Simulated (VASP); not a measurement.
Wanted: the native input for a VASP 6.6.1 run.

```yaml
Task: single point
Functional: PBEsol
Potentials_or_basis: VASP PAW PBE potentials, release 64 (In_d)
Cutoff: 520 eV
k_mesh: 13 × 13 × 13
Occupations: fermi-dirac, width 0.1 eV
Spin: no spin polarisation
Dipole_correction: no
Further_INCAR_settings: ALGO = Normal; EDIFF = 1e-06; NBANDS = 12
```

The structure of In lies in POSCAR:

```
In
1.0
   -1.8382047309      1.8382047309      1.8382047309
    1.8382047309     -1.8382047309      1.8382047309
    1.8382047309      1.8382047309     -1.8382047309
In
1
Direct
    0.0000000000      0.0000000000      0.0000000000
```

This cell differs from its parent crystal: volume scaled by 0.96.

One way to write it, as run:

INCAR

```
PREC = Accurate
ENCUT = 520
EDIFF = 1E-6
ISMEAR = -1
SIGMA = 0.1
LREAL = False
LASPH = True
NELM = 60
ALGO = Normal
ISIF = 2
LWAVE = False
LCHARG = False
GGA = PS
NBANDS = 12
```

KPOINTS

```
regular mesh
0
Gamma
  13 13 13
```

Potentials or basis: VASP PAW PBE potentials, release 64 (In_d).

Launch:

```bash
$ cat potpaw_PBE.64/In_d/POTCAR > POTCAR
$ mpirun -np 1 vasp_std > vasp.out
```

Results of the run:

```yaml
Pressure: 1.8 GPa
```

Caveat: the PAW data sets were made with another functional, which shifts forces and pressure a little.

Wall time 16 s on 1 thread of Intel Xeon 8259CL, on a shared host, peak memory 0.15 GiB.
